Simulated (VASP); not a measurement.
Wanted: the native input for a VASP 6.6.1 run.

| Quantity | Value |
| --- | --- |
| Task | single point |
| Functional | LDA |
| Potentials or basis | VASP PAW LDA potentials, release 64 (Mo_sv) |
| Cutoff | 520 eV |
| k mesh | 17 × 17 × 15 |
| Occupations | fermi-dirac, width 0.05 eV |
| Spin | no spin polarisation |
| Dipole correction | no |
| Further INCAR settings | ALGO = Normal; EDIFF = 1e-07; NBANDS = 13 |

The structure of Mo lies in POSCAR:

```
Mo
1.0
    2.7075919371      0.0000000000      0.0000000000
   -1.3537959685      2.3448434006      0.0000000000
    0.0000000000      0.0000000000      2.4447652210
Mo
1
Direct
    0.0000000000      0.0000000000      0.0000000000
```

The input as run:

INCAR

```
PREC = Accurate
ENCUT = 520
EDIFF = 1E-7
ISMEAR = -1
SIGMA = 0.05
LREAL = F
LASPH = T
NELM = 60
ALGO = Normal
ISIF = 2
LWAVE = F
LCHARG = F
GGA = CA
NBANDS = 13
```

KPOINTS

```
Automatic mesh
0
Gamma
  17 17 15
```

Potentials or basis: VASP PAW LDA potentials, release 64 (Mo_sv).

Command:

```bash
$ cat potpaw_LDA.64/Mo_sv/POTCAR > POTCAR
$ mpirun -np 1 vasp_std > vasp.out
```

Results of the run:

```
Pressure               : 7.6 GPa
Band gap on the k mesh : zero (band 7 reaches 13.47 eV, above the bottom of band 8 at 11.33 eV)
```

It took 13 s on 1 thread of Intel(R) Xeon(R) 6975P-C (Granite Rapids) (shared host), peak memory 0.16 GiB.
